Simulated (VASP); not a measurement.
# Mo (I4/mmm) in VASP: a series of runs

Mo is run at these levels: PBEsol; tasks: single point.

Program: VASP 6.6.1. These are calculated values, not measurements. Logs are shortened: lines on timing, memory, paths and dates and some standing lists are left out, and cuts for length are marked.

## Step 1: The cell of the first run

Symmetry: I4/mmm, No. 139, tetragonal system. The conventional cell has a = 3.142 Å, b = 3.142 Å, c = 2.828 Å, α = 90.00°, β = 90.00°, γ = 90.00°. Mo (site symmetry 4/mmm) has 14 Mo at 2.63 to 3.14 Å within 3.5 Å.

## Step 2: Single point, PBEsol (strain -0.1000 x Voigt [0, 0, 1, 0, 0, 0])

INCAR reads:

```
ALGO = Fast ; EDIFF = 1E-7
ENCUT = 520 ; GGA = PS
ISIF = 2 ; ISMEAR = 0
LASPH = True ; LCHARG = False
LREAL = False ; LWAVE = False
NBANDS = 13 ; NELM = 60
PREC = Accurate ; SIGMA = 0.15
```

KPOINTS reads:

```
k-points
0
Gamma
  22 22 22
```

POSCAR reads:

```
Mo
1.0
   -1.5710000000      1.5710000000      1.4139000000
    1.5710000000     -1.5710000000      1.4139000000
    1.5710000000      1.5710000000     -1.4139000000
Mo
1
Direct
    0.0000000000      0.0000000000      0.0000000000
```

Potentials or basis: VASP PAW PBE potentials, release 64 (Mo_sv).

Run with:

```console
$ cat potpaw_PBE.64/Mo_sv/POTCAR > POTCAR
$ mpirun -np 1 vasp_std > vasp.out
```

OUTCAR:

```text
EDIFF = 1E-7
   ENCUT = 520
   GGA = PS
   ISIF = 2
   ISMEAR = 0
   LASPH = True
   LREAL = False
   NELM = 60
   PREC = Accurate

 ion  position               nearest neighbor table
   1  0.000  0.000  0.000-

  LATTYP: Found a body centered tetragonal cell.
 ALAT       =     3.1420000000
 C/A-ratio  =     0.9000000000

  Lattice vectors:

 A1 = (  -1.5710000000,   1.5710000000,   1.4139000000)
 A2 = (   1.5710000000,  -1.5710000000,   1.4139000000)
 A3 = (   1.5710000000,   1.5710000000,  -1.4139000000)

Analysis of symmetry for initial positions (statically):
=====================================================================
 Subroutine PRICEL returns:
 Original cell was already a primitive cell.

 Routine SETGRP: Setting up the symmetry group for a
 body centered tetragonal supercell.

 Subroutine GETGRP returns: Found 16 space group operations
 (whereof 16 operations were pure point group operations)
 out of a pool of 16 trial point group operations.

The static configuration has the point symmetry D_4h.

Analysis of symmetry for dynamics (positions and initial velocities):
=====================================================================
 Subroutine PRICEL returns:
 Original cell was already a primitive cell.

 Routine SETGRP: Setting up the symmetry group for a
 body centered tetragonal supercell.

 Subroutine GETGRP returns: Found 16 space group operations
 (whereof 16 operations were pure point group operations)
 out of a pool of 16 trial point group operations.

The dynamic configuration has the point symmetry D_4h.

 Subroutine INISYM returns: Found 16 space group operations
 (whereof 16 operations are pure point group operations),
 and found     1 'primitive' translations

----------------------------------------------------------------------------------------

                                     Primitive cell

  volume of cell :      13.9583

  direct lattice vectors                    reciprocal lattice vectors
    -1.571000000  1.571000000  1.413900000     0.000000000  0.318268619  0.353631799
     1.571000000 -1.571000000  1.413900000     0.318268619  0.000000000  0.353631799
     1.571000000  1.571000000 -1.413900000     0.318268619  0.318268619  0.000000000

  length of vectors
     2.633475880  2.633475880  2.633475880     0.475762927  0.475762927  0.450099797

  position of ions in fractional coordinates (direct lattice)
     0.000000000  0.000000000  0.000000000

  ion indices of the primitive-cell ions
   primitive index   ion index
                 1           1

----------------------------------------------------------------------------------------

 KPOINTS: k-points

Automatic generation of k-mesh.
 Grid dimensions read from file:
 generate k-points for:   22   22   22

 Generating k-lattice:

  Cartesian coordinates                     Fractional coordinates (reciprocal lattice)
     0.000000000  0.014466755  0.016074173     0.045454545  0.000000000 -0.000000000
     0.014466755  0.000000000  0.016074173     0.000000000  0.045454545 -0.000000000
     0.014466755  0.014466755  0.000000000     0.000000000  0.000000000  0.045454545

  Length of vectors
     0.021625588  0.021625588  0.020459082

  Shift w.r.t. Gamma in fractional coordinates (k-lattice)
     0.000000000  0.000000000  0.000000000

 Subroutine IBZKPT returns following result:
 ===========================================

 Found    834 irreducible k-points:

 Following reciprocal coordinates:
            Coordinates               Weight
  0.000000  0.000000  0.000000      1.000000
  0.045455  0.000000 -0.000000      8.000000
  0.090909  0.000000 -0.000000      8.000000
  0.136364  0.000000 -0.000000      8.000000
  0.181818  0.000000 -0.000000      8.000000
  0.227273  0.000000 -0.000000      8.000000
[... 16 lines left out ...]
  0.500000  0.045455 -0.000000     16.000000
 -0.454545  0.045455  0.000000     16.000000
 [... further k-points ...]
   k-points           NKPTS =    834   k-points in BZ     NKDIM =    834   number of bands    NBANDS=     13
[... 50 lines left out ...]
     13      33.0664      0.00000

 k-point     7 :       0.2727    0.0000   -0.0000
  band No.  band energies     occupation
      1     -46.6037      2.00000
      2     -20.9925      2.00000
      3     -20.2292      2.00000
      4     -19.8843      2.00000
      5       8.9376      2.00000
      6      10.9182      2.00000
      7      13.0705      2.00000
      8      15.9431      0.00000
      9      16.1600      0.00000
     10      16.4155      0.00000
     11      29.2725      0.00000
     12      32.4896      0.00000
     13      34.7021      0.00000
[... 193 lines left out ...]
 k-point    20 :       0.3636    0.0455    0.0000
  band No.  band energies     occupation
      1     -46.4607      2.00000
      2     -21.5903      2.00000
      3     -20.4288      2.00000
      4     -19.9471      2.00000
      5       8.6026      2.00000
      6      10.2274      2.00000
      7      14.8825      0.00000
      8      16.3380      0.00000
      9      17.8243      0.00000
     10      18.6743      0.00000
     11      27.4435      0.00000
     12      29.8468      0.00000
     13      34.2270      0.00000

 k-point    21 :       0.4091    0.0455   -0.0000
  band No.  band energies     occupation
      1     -46.4268      2.00000
      2     -21.7272      2.00000
      3     -20.4796      2.00000
      4     -19.9547      2.00000
      5       8.4148      2.00000
      6      10.0696      2.00000
      7      15.4969      0.00000
      8      16.6449      0.00000
      9      18.1390      0.00000
     10      19.5510      0.00000
     11      26.9232      0.00000
     12      28.8356      0.00000
     13      32.9698      0.00000

 k-point    22 :       0.4545    0.0455   -0.0000
  band No.  band energies     occupation
      1     -46.4097      2.00000
      2     -21.7953      2.00000
      3     -20.5065      2.00000
      4     -19.9571      2.00000
      5       8.3131      2.00000
      6       9.9933      2.00000
      7      15.8646      0.00000
      8      16.7955      0.00000
      9      18.2898      0.00000
     10      20.0861      0.00000
     11      26.6835      0.00000
     12      28.2564      0.00000
     13      32.2487      0.00000

 k-point    23 :       0.5000    0.0455   -0.0000
  band No.  band energies     occupation
      1     -46.4109      2.00000
      2     -21.7903      2.00000
      3     -20.5078      2.00000
      4     -19.9541      2.00000
      5       8.3165      2.00000
      6      10.0010      2.00000
      7      16.0712      0.00000
      8      16.5702      0.00000
      9      18.2069      0.00000
     10      20.1131      0.00000
     11      26.6684      0.00000
     12      28.3704      0.00000
     13      32.2283      0.00000

 k-point    24 :      -0.4545    0.0455    0.0000
  band No.  band energies     occupation
      1     -46.4303      2.00000
      2     -21.7126      2.00000
      3     -20.4834      2.00000
      4     -19.9459      2.00000
      5       8.4248      2.00000
      6      10.0917      2.00000
      7      15.8633      0.00000
      8      16.2771      0.00000
      9      17.8766      0.00000
     10      19.6274      0.00000
     11      26.8630      0.00000
     12      29.1482      0.00000
     13      32.9151      0.00000

 [... further k-points ...]
[... 5 lines left out ...]
  --------------------------------------------------------------------------------------
  -------------------------------------------------------------------------------------
  Total        1.8480628      1.8480628      5.2221893      0.0000000     -0.0000000      0.0000000
  in kB      212.1271482    212.1271482    599.4212543      0.0000000     -0.0000000      0.0000000
  external PRESSURE =     341.2251836 kB  Pullay stress =       0.0000000 kB

 VOLUME and BASIS-vectors are now :
 -----------------------------------------------------------------------------
  energy-cutoff  :      520.00
  volume of cell :       13.96
      direct lattice vectors                 reciprocal lattice vectors
    -1.571000000  1.571000000  1.413900000     0.000000000  0.318268619  0.353631799
     1.571000000 -1.571000000  1.413900000     0.318268619  0.000000000  0.353631799
     1.571000000  1.571000000 -1.413900000     0.318268619  0.318268619  0.000000000

 POSITION                                       TOTAL-FORCE (eV/Angst)
 -----------------------------------------------------------------------------------
      0.00000      0.00000      0.00000        -0.000000     -0.000000      0.000000
 -----------------------------------------------------------------------------------
    total drift:                                0.000000     -0.000000      0.000000

  FREE ENERGIE OF THE ION-ELECTRON SYSTEM (eV)
  ---------------------------------------------------
  free  energy   TOTEN  =       -11.5246394570 eV

  energy  without entropy=      -11.5171403347  energy(sigma->0) =      -11.52088990
```

It took 72 s on 1 thread of Intel Xeon Platinum 8488C (Sapphire Rapids), shared host; peak memory 0.25 GiB.

What came out:

```yaml
Free_energy: -11.5246 eV
Pressure: 34.1 GPa
Band_gap_on_the_k_mesh: zero (band 7 reaches 18.98 eV, above the bottom of band 8 at 12.84 eV)
```

Stress tensor (GPa, compression positive):
```
21.21  0.00  0.00
 0.00 21.21  0.00
 0.00  0.00 59.94
```

Caveat: the cell differs from its parent crystal (strain -0.1000 x Voigt [0, 0, 1, 0, 0, 0]); the PAW data sets were made with another functional, which shifts forces and pressure a little.

## Step 3: Single point, PBEsol (strain -0.0750 x Voigt [0, 0, 1, 0, 0, 0])

INCAR reads:

```
PREC = Accurate ; ENCUT = 520
EDIFF = 1E-6 ; ISMEAR = 0
SIGMA = 0.15 ; LREAL = False
LASPH = True ; NELM = 60
ALGO = Fast ; ISIF = 2
LWAVE = False ; LCHARG = False
GGA = PS ; NBANDS = 13
```

KPOINTS reads:

```
Automatic mesh
0
Gamma
  22 22 22
```

POSCAR reads:

```
Mo
1.0
   -1.5710000000      1.5710000000      1.4531750000
    1.5710000000     -1.5710000000      1.4531750000
    1.5710000000      1.5710000000     -1.4531750000
Mo
1
Direct
    0.0000000000      0.0000000000      0.0000000000
```

Potentials or basis: VASP PAW PBE potentials, release 64 (Mo_sv).

Run with:

```console
$ cat potpaw_PBE.64/Mo_sv/POTCAR > POTCAR
$ mpirun -np 1 vasp_std > vasp.out
```

Wall time 66 s (1 thread of Intel Xeon Platinum 8488C (Sapphire Rapids), shared host); peak memory 0.25 GiB.

Results (log left out):

* Free energy: -11.6477 eV
* Pressure: 22.9 GPa
* Band gap on the k mesh: zero (band 7 reaches 18.34 eV, above the bottom of band 8 at 12.50 eV)

Stress tensor (GPa, compression positive):
```
13.43  0.00  0.00
 0.00 13.43  0.00
 0.00  0.00 41.75
```

Levels at points of the mesh, in eV from the Fermi level:
| k point | band 4 | band 5 | band 6 | band 7 | band 8 | band 9 | band 10 | band 11 |
| --- | --- | --- | --- | --- | --- | --- | --- | --- |
| (0.00, 0.00, 0.00) | -34.23 | -7.54 | -2.17 | -1.12 | -1.12 | 1.05 | 2.43 | 14.46 |
| (0.50, 0.00, 0.00) | -34.34 | -5.93 | -4.16 | 1.87 | 2.25 | 3.31 | 5.42 | 12.08 |
| (0.50, 0.50, 0.00) | -34.23 | -5.77 | -3.06 | 1.00 | 1.53 | 2.18 | 5.28 | 12.29 |
| (0.50, 0.50, 0.50) | -35.29 | -6.27 | -6.04 | 4.45 | 4.45 | 4.76 | 9.06 | 9.06 |

Caveat: the cell differs from its parent crystal (strain -0.0750 x Voigt [0, 0, 1, 0, 0, 0]); the PAW data sets were made with another functional, which shifts forces and pressure a little.

## Step 4: Single point, PBEsol (strain +0.0750 x Voigt [0, 0, 1, 0, 0, 0])

INCAR reads:

```
SYSTEM = Mo
ALGO = Fast
EDIFF = 1E-6
ENCUT = 520
GGA = PS
ISIF = 2
ISMEAR = 0
LASPH = .True.
LCHARG = .False.
LREAL = .False.
LWAVE = .False.
NBANDS = 13
NELM = 100
PREC = Accurate
SIGMA = 0.15
```

KPOINTS reads:

```
k-points
0
Gamma
  22 22 22
  0 0 0
```

POSCAR reads:

```
Mo
1.0
   -1.5710000000      1.5710000000      1.6888250000
    1.5710000000     -1.5710000000      1.6888250000
    1.5710000000      1.5710000000     -1.6888250000
Mo
1
Direct
    0.0000000000      0.0000000000      0.0000000000
```

Run with:

```console
$ cat potpaw_PBE.64/Mo_sv/POTCAR > POTCAR
$ mpirun -np 1 vasp_std > vasp.out
```

It took 70 s on 1 thread of Intel Xeon Platinum 8488C (Sapphire Rapids), shared host; peak memory 0.28 GiB.

The run converged. Its results:

```yaml
Free_energy: -11.6508 eV
Pressure: -18.7 GPa
Band_gap_on_the_k_mesh: zero (band 7 reaches 14.96 eV, above the bottom of band 8 at 10.52 eV)
```

Stress tensor (GPa, compression positive):
```
-12.90   0.00   0.00
  0.00 -12.90   0.00
  0.00   0.00 -30.25
```

Levels at points of the mesh, in eV from the Fermi level:
| k point | band 3 | band 4 | band 5 | band 6 | band 7 | band 8 | band 9 | band 10 | band 11 | band 12 |
| --- | --- | --- | --- | --- | --- | --- | --- | --- | --- | --- |
| (0.00, 0.00, 0.00) | -34.59 | -34.59 | -7.04 | -1.43 | -1.43 | -0.71 | 1.04 | 1.94 | 13.93 | 15.20 |
| (0.50, 0.00, 0.00) | -34.93 | -34.60 | -4.93 | -2.80 | 0.97 | 1.25 | 2.24 | 4.26 | 10.48 | 11.94 |
| (0.50, 0.50, 0.00) | -35.02 | -34.65 | -5.01 | -3.59 | 1.77 | 2.16 | 2.45 | 4.45 | 11.16 | 11.62 |
| (0.50, 0.50, 0.50) | -35.33 | -35.33 | -5.05 | -4.88 | 3.52 | 3.76 | 3.76 | 7.35 | 9.19 | 9.19 |

Caveat: the cell differs from its parent crystal (strain +0.0750 x Voigt [0, 0, 1, 0, 0, 0]); the PAW data sets were made with another functional, which shifts forces and pressure a little.

## Step 5: Single point, PBEsol (strain +0.0875 x Voigt [0, 0, 1, 0, 0, 0])

INCAR reads:

```
PREC     = Accurate       # precision mode
ENCUT    = 520            # plane-wave cutoff, eV
EDIFF    = 1E-7           # SCF threshold, eV
ISMEAR   = 0              # smearing method
SIGMA    = 0.15           # smearing width, eV
LREAL    = F              # projectors in reciprocal space
LASPH    = T              # aspherical terms in the spheres
NELM     = 80             # most SCF steps
ALGO     = Fast           # electronic algorithm
ISIF     = 2              # what is computed and relaxed
LWAVE    = F              # write WAVECAR
LCHARG   = T              # write CHGCAR
GGA      = PS             # functional
LELF     = T              # ELF
LVHAR    = T            
NBANDS   = 13             # bands
```

KPOINTS reads:

```
regular mesh
0
Gamma
  22 22 22
```

POSCAR reads:

```
Mo
1.0
   -1.5710000000      1.5710000000      1.7084625000
    1.5710000000     -1.5710000000      1.7084625000
    1.5710000000      1.5710000000     -1.7084625000
Mo
1
Direct
    0.0000000000      0.0000000000      0.0000000000
```

Run with:

```console
$ cat potpaw_PBE.64/Mo_sv/POTCAR > POTCAR
$ mpirun -np 1 vasp_std > vasp.out
```

Run time: 89 s. Hardware: 1 thread of Intel Xeon Platinum 8488C (Sapphire Rapids), shared host; peak memory 0.28 GiB.

The run converged. Its results:

```yaml
Free_energy: -11.6122 eV
Pressure: -20.7 GPa
Band_gap_on_the_k_mesh: zero (band 7 reaches 14.71 eV, above the bottom of band 8 at 10.39 eV)
```

Stress tensor (GPa, compression positive):
```
-14.37   0.00   0.00
  0.00 -14.37   0.00
  0.00   0.00 -33.49
```

Levels at points of the mesh, in eV from the Fermi level:
| k point | band 5 | band 6 | band 7 | band 8 | band 9 | band 10 |
| --- | --- | --- | --- | --- | --- | --- |
| (0.00, 0.00, 0.00) | -7.00 | -1.42 | -1.42 | -0.61 | 0.95 | 1.96 |
| (0.50, 0.00, 0.00) | -4.86 | -2.70 | 0.86 | 1.20 | 2.25 | 4.16 |
| (0.50, 0.50, 0.00) | -4.94 | -3.60 | 1.80 | 2.21 | 2.47 | 4.38 |
| (0.50, 0.50, 0.50) | -4.98 | -4.78 | 3.45 | 3.71 | 3.71 | 7.08 |

Caveat: the cell differs from its parent crystal (strain +0.0875 x Voigt [0, 0, 1, 0, 0, 0]); the PAW data sets were made with another functional, which shifts forces and pressure a little.

## Step 6: Single point, PBEsol (strain +0.1000 x Voigt [0, 0, 1, 0, 0, 0])

INCAR reads:

```
ALGO     = Fast           # electronic algorithm
EDIFF    = 1E-6           # SCF threshold, eV
ENCUT    = 520            # plane-wave cutoff, eV
GGA      = PS             # functional
ISIF     = 2              # what is computed and relaxed
ISMEAR   = 0              # smearing method
LASPH    = True           # aspherical terms in the spheres
LCHARG   = True           # write CHGCAR
LELF     = True           # ELF
LREAL    = False          # projectors in reciprocal space
LVHAR    = True         
LWAVE    = False          # write WAVECAR
NBANDS   = 13             # bands
NELM     = 80             # most SCF steps
PREC     = Accurate       # precision mode
SIGMA    = 0.15           # smearing width, eV
```

KPOINTS reads:

```
k-points
0
Gamma
  22 22 22
```

POSCAR reads:

```
Mo
1.0
   -1.5710000000      1.5710000000      1.7281000000
    1.5710000000     -1.5710000000      1.7281000000
    1.5710000000      1.5710000000     -1.7281000000
Mo
1
Direct
    0.0000000000      0.0000000000      0.0000000000
```

Potentials or basis: VASP PAW PBE potentials, release 64 (Mo_sv).

Run with:

```console
$ cat potpaw_PBE.64/Mo_sv/POTCAR > POTCAR
$ mpirun -np 1 vasp_std > vasp.out
```

Wall time 73 s (1 thread of Intel Xeon Platinum 8488C (Sapphire Rapids), shared host); peak memory 0.28 GiB.

Results (log left out):

| Item | Value |
| --- | --- |
| Free energy | -11.5701 eV |
| Pressure | -22.5 GPa |
| Band gap on the k mesh | zero (band 7 reaches 14.46 eV, above the bottom of band 8 at 10.26 eV) |

Stress tensor (GPa, compression positive):
```
-15.66   0.00   0.00
  0.00 -15.66   0.00
  0.00   0.00 -36.26
```

Levels at points of the mesh, in eV from the Fermi level:
```
           k point  band 4  band 5  band 6  band 7  band 8  band 9  band 10  band 11
(0.00, 0.00, 0.00)  -34.63   -6.95   -1.41   -1.41   -0.51    0.86     1.97    13.70
(0.50, 0.00, 0.00)  -34.64   -4.79   -2.60    0.74    1.15    2.26     4.07    10.11
(0.50, 0.50, 0.00)  -34.70   -4.88   -3.60    1.82    2.27    2.49     4.32    10.98
(0.50, 0.50, 0.50)  -35.29   -4.91   -4.69    3.38    3.67    3.67     6.83     9.23
```

Caveat: the cell differs from its parent crystal (strain +0.1000 x Voigt [0, 0, 1, 0, 0, 0]); the PAW data sets were made with another functional, which shifts forces and pressure a little.

## Step 7: Overview

```tsv
cell	further INCAR settings	gap on the mesh (eV)	pressure (GPa)
a = 2.633 Å, angles 106.8, 106.8, 115.1°, 1 atom	ALGO = Fast; EDIFF = 1e-07; NBANDS = 13	none	34.1
a = 2.655 Å, angles 107.4, 107.4, 113.6°, 1 atom	ALGO = Fast; EDIFF = 1e-06; NBANDS = 13	none	22.9
a = 2.791 Å, angles 111.5, 111.5, 105.5°, 1 atom	ALGO = Fast; EDIFF = 1e-06; NBANDS = 13	none	-18.7
a = 2.803 Å, angles 111.8, 111.8, 104.9°, 1 atom	ALGO = Fast; EDIFF = 1e-07; NBANDS = 13	none	-20.7
a = 2.815 Å, angles 112.1, 112.1, 104.2°, 1 atom	ALGO = Fast; EDIFF = 1e-06; NBANDS = 13	none	-22.5
```

Alike in all rows: task single point; level PBEsol; potentials or basis VASP PAW PBE potentials, release 64 (Mo_sv); no spin polarisation; k mesh 22 × 22 × 22; cutoff (eV) 520; smearing gaussian 0.15 eV.

Caveats: the PAW data sets were made with another functional, which shifts forces and pressure a little.

Absolute energies hang on the potentials; compare differences alone.
